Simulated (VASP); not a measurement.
Write the native input for VASP 6.6.1 that does the following.

```yaml
Task: single point
Functional: PBE
Potentials_or_basis: VASP PAW PBE potentials, release 64 (Sr_sv, O)
Cutoff: 520 eV
k_mesh: 8 × 8 × 8
Occupations: fermi-dirac, width 0.02 eV
Spin: no spin polarisation
Dipole_correction: no
Further_INCAR_settings: ALGO = Normal; EDIFF = 1e-06; NBANDS = 15
```

The structure of SrO lies in POSCAR:

```
SrO
1.0
    0.0000000000      2.6119353577      2.6119353577
    2.6119353577      0.0000000000      2.6119353577
    2.6119353577      2.6119353577      0.0000000000
Sr O
1 1
Direct
    0.0000000000      0.0000000000      0.0000000000
    0.5000000000      0.5000000000      0.5000000000
```

This cell differs from its parent crystal: volume scaled by 1.05.

These files were run (other wordings do the same):

INCAR

```
SYSTEM = SrO
  PREC = Accurate
  ENCUT = 520
  EDIFF = 1E-6
  ISMEAR = -1
  SIGMA = 0.02
  LREAL = .False.
  LASPH = .True.
  NELM = 80
  ALGO = Normal
  ISIF = 2
  LWAVE = .False.
  LCHARG = .False.
  GGA = PE
  NBANDS = 15
```

KPOINTS

```
Automatic mesh
0
Gamma
  8 8 8
  0 0 0
```

Potentials or basis: VASP PAW PBE potentials, release 64 (Sr_sv, O).

The run is started by

```console
$ cat potpaw_PBE.64/Sr_sv/POTCAR potpaw_PBE.64/O/POTCAR > POTCAR
$ mpirun -np 1 vasp_std > vasp.out
```

It gave:

```
Pressure               : -0.9 GPa
Band gap on the k mesh : 3.29 eV, indirect (least direct gap 3.40 eV)
```

Run time: 20 s on 1 thread of Intel Xeon 6975P-C, with other jobs on the host, peak memory 0.16 GiB.
